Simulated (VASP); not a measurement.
CdSe:

```
Cd Se
1.0
     0.00000    3.07027    3.07027
     3.07027    0.00000    3.07027
     3.07027    3.07027    0.00000
Cd Se
1 1
Direct
  0.00000 0.00000 0.00000
  0.25000 0.25000 0.25000
```

Base run:

- Program: VASP 6.6.1
- Functional: PBEsol
- Potentials or basis: VASP PAW PBE potentials, release 64 (Cd, Se)
- Cutoff: 520 eV
- k mesh: 8 × 8 × 8
- Occupations: gaussian, width 0.01 eV
- Spin: no spin polarisation

Its results: band gap on the k mesh 0.43 eV, direct; electronic dielectric tensor (diagonal) 18.87.

The run is repeated on the same cell with these changes: functional from PBEsol to PBE. What comes out?

Band gap on the k mesh 0.55 eV, direct; electronic dielectric tensor (diagonal) 12.55.

Caveats: the gap is small at this level, which inflates the dielectric constant.

